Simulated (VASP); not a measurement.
## MgS: relaxation of cell and atoms with PBE

MgS:

```
Mg S
1.0
     3.69795    0.00000    0.00000
    -1.84897    3.20252    0.00000
     0.00000    0.00000   12.07749
Mg S
4 4
Cartesian
  0.0000 0.0000 0.0000
  0.0000 2.1350 3.0194
  0.0000 0.0000 6.0387
  1.8490 1.0675 9.0581
  1.8490 1.0675 1.5097
  1.8490 1.0675 4.5291
  0.0000 2.1350 7.5484
  0.0000 2.1350 10.5678
```

```
Program                : VASP 6.6.1
Task                   : relaxation of cell and atoms
Functional             : PBE
Potentials or basis    : VASP PAW PBE potentials, release 64 (Mg, S)
Cutoff                 : 600 eV
k mesh                 : 9 × 9 × 3
Occupations            : gaussian, width 0.02 eV
Spin                   : no spin polarisation
Dipole correction      : no
Further INCAR settings : ALGO = Normal; EDIFF = 1e-07; IBRION = 2; EDIFFG = -0.01; NSW = 65; ISIF = 3
```

The relaxed volume is 18.18 Å³/atom. The relaxed cell is a = 3.656 Å, b = 3.656 Å, c = 12.569 Å, α = 90.00°, β = 90.00°, γ = 120.00° and the space group after relaxing (to 0.1 Å) is P6_3/mmc (No. 194). The energy gained by relaxing is 29.1 meV/atom. The ionic steps are 8 and the pressure after relaxing is 0.0 GPa. The band gap on the k mesh is 2.31 eV (least direct gap 2.72 eV).

Forces in eV/Å, atoms in the order of the input:
```
Mg   0.000  0.000  0.000
Mg   0.000  0.000  0.000
Mg   0.000  0.000  0.000
Mg   0.000  0.000  0.000
S    0.000  0.000 -0.002
S    0.000  0.000  0.002
S    0.000  0.000 -0.002
S    0.000  0.000  0.002
```

Step by step:
| step | energy change (eV) | largest force (eV/Å) | pressure (GPa) | volume (Å³) |
| --- | --- | --- | --- | --- |
| 1 | 0.0000 | 0.8448 | 1.78 | 143.03 |
| 2 | -0.2262 | 0.1062 | -0.76 | 147.07 |
| 3 | -0.2264 | 0.0860 | -0.83 | 147.21 |
| 4 | -0.2323 | 0.0199 | 0.08 | 145.28 |
| 5 | -0.2323 | 0.0236 | 0.03 | 145.39 |
| 6 | -0.2323 | 0.0249 | 0.01 | 145.43 |
| 7 | -0.2324 | 0.0138 | 0.00 | 145.45 |
| 8 | -0.2325 | 0.0021 | -0.01 | 145.48 |

Final structure:
```
Mg S
1.0
     3.65580    0.00000    0.00000
    -1.82790    3.16602    0.00000
     0.00000    0.00000   12.56913
Mg S
4 4
Direct
  0.00000 0.00000 0.00000
  0.33333 0.66667 0.25000
  0.00000 0.00000 0.50000
  0.66667 0.33333 0.75000
  0.66667 0.33333 0.12094
  0.66667 0.33333 0.37906
  0.33333 0.66667 0.62094
  0.33333 0.66667 0.87906
```

Levels at points of the mesh, in eV from the valence-band top:
```csv
k point,band 13,band 14,band 15,band 16,band 17,band 18,band 19,band 20
"(0.00, 0.00, 0.00)",-0.31,-0.24,0.00,0.00,2.83,3.95,5.06,5.19
```

It took 4 min on 1 thread of Intel(R) Xeon(R) 6975P-C (Granite Rapids) (shared host), peak memory 0.32 GiB.

Caveat: an odd mesh through Γ misses points on the zone boundary, where band edges can lie.
